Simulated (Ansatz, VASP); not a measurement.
# HfH2: VASP beside Ansatz

```
Hf H
1.0
    -1.73318    1.73318    2.17321
     1.73318   -1.73318    2.17321
     1.73318    1.73318   -2.17321
Hf H
1 2
Direct
  0.00000 0.00000 0.00000
  0.75000 0.25000 0.50000
  0.25000 0.75000 0.50000
```

Change from the starting cell: volume scaled by 0.99, PAW files.

Alike in both runs: task electric field gradients; functional LDA; k mesh 12 × 12 × 12; occupations fermi-dirac, width 0.03 eV; no spin polarisation.

|  | VASP | Ansatz |
| --- | --- | --- |
| version | VASP 6.6.1 | Ansatz 0.2.0 |
| potentials or method | VASP PAW LDA potentials, release 64 (Hf_pv, H) | PAW with Ansatz's default frozen-core files, scalar-relativistic |
| plane-wave cutoff (eV) | 520 | 420 |
| valence electrons in the cell | 12 | 28 |

|  | VASP | Ansatz | Ansatz less VASP |
| --- | --- | --- | --- |
| pressure (GPa) | -7.2 | -7.0 | +0.12 |
| traceless stress, the component that is largest in VASP (GPa) | -0.82 | -0.83 | -0.010 |
| size of Vzz on the site where it differs most (V/Å²) | 26.6 | 33.2 | +6.64 |

LDA's correlation is that of Perdew and Zunger in VASP and of Perdew and Wang (1992) in Ansatz. VASP's potentials hold 12 valence electrons a cell and Ansatz's 28, so a difference there can come from the potentials and not from the codes.

Neither program's run includes spin-orbit coupling.
